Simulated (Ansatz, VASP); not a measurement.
# One calculation of BN, two programs

```xyz
2
Lattice="0.0000 1.8075 1.7713 1.8075 0.0000 1.7713 1.8075 1.8075 0.0000" Properties=species:S:1:pos:R:3 pbc="T T T"
B     0.0000    0.0000    0.0000
N     0.9038    0.9038    0.8857
```

Change from the starting cell: z stretched by -2 %, ions relaxed.

Alike in both runs: task relaxation of the atoms; functional PBE; k mesh 14 × 14 × 14; occupations fermi-dirac, width 0.02 eV; no spin polarisation.

```csv
,VASP,Ansatz
version,VASP 6.6.1,Ansatz 0.2.0
potentials or method,"VASP PAW PBE potentials, release 64 (B, N)","plane-wave PAW, scalar-relativistic"
plane-wave cutoff (eV),520,420
valence electrons in the cell,8,8
```

VASP gave:

```
gap on the k mesh at the Fermi level, each at its own relaxed structure (eV) : 4.12
```

Q: What did Ansatz give for the same quantities?

A: gap on the k mesh at the Fermi level, each at its own relaxed structure (eV): 4.13.

Ansatz's warnings: stress scf threshold loose.

Noted on VASP's run: the relaxation stopped at its first step, so nothing moved.
